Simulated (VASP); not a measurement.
Input of a VASP 6.6.1 run:

File INCAR:

```
SYSTEM = Ge
PREC = Accurate
ENCUT = 520
EDIFF = 1E-6
ISMEAR = -1
SIGMA = 0.025
LREAL = .FALSE.
LASPH = .TRUE.
NELM = 80
ALGO = Normal
ISIF = 2
LWAVE = .FALSE.
LCHARG = .FALSE.
LDIPOL = .TRUE.
IDIPOL = 3
DIPOL = 0.5 0.5 0.500
GGA = PE
NBANDS = 66
```

KPOINTS

```
regular mesh
0
G
  9 9 1
  0 0 0
```

Contents of POSCAR:

```
Ge
1.0
    4.0736913413      0.0000000000      0.0000000000
   -2.0368456706      3.5279201887      0.0000000000
    0.0000000000      0.0000000000     25.8100039188
Ge
8
Direct
    0.3333333333      0.6666666667      0.2905850004
    0.0000000000      0.0000000000      0.3228026927
    0.0000000000      0.0000000000      0.4194557694
    0.6666666667      0.3333333333      0.4516734616
    0.6666666667      0.3333333333      0.5483265384
    0.3333333333      0.6666666667      0.5805442306
    0.3333333333      0.6666666667      0.6771973073
    0.0000000000      0.0000000000      0.7094149996
```

Potentials or basis: VASP PAW PBE potentials, release 64 (Ge_d).

Launch:

```bash
$ cat potpaw_PBE.64/Ge_d/POTCAR > POTCAR
$ mpirun -np 1 vasp_std > vasp.out
```

(1) Estimate the largest force.

(2) Predict the band gap on the k mesh.

## Answers

(1) 0.397 eV/Å.

(2) zero (bands 56 and 57 overlap by 0.28 eV).
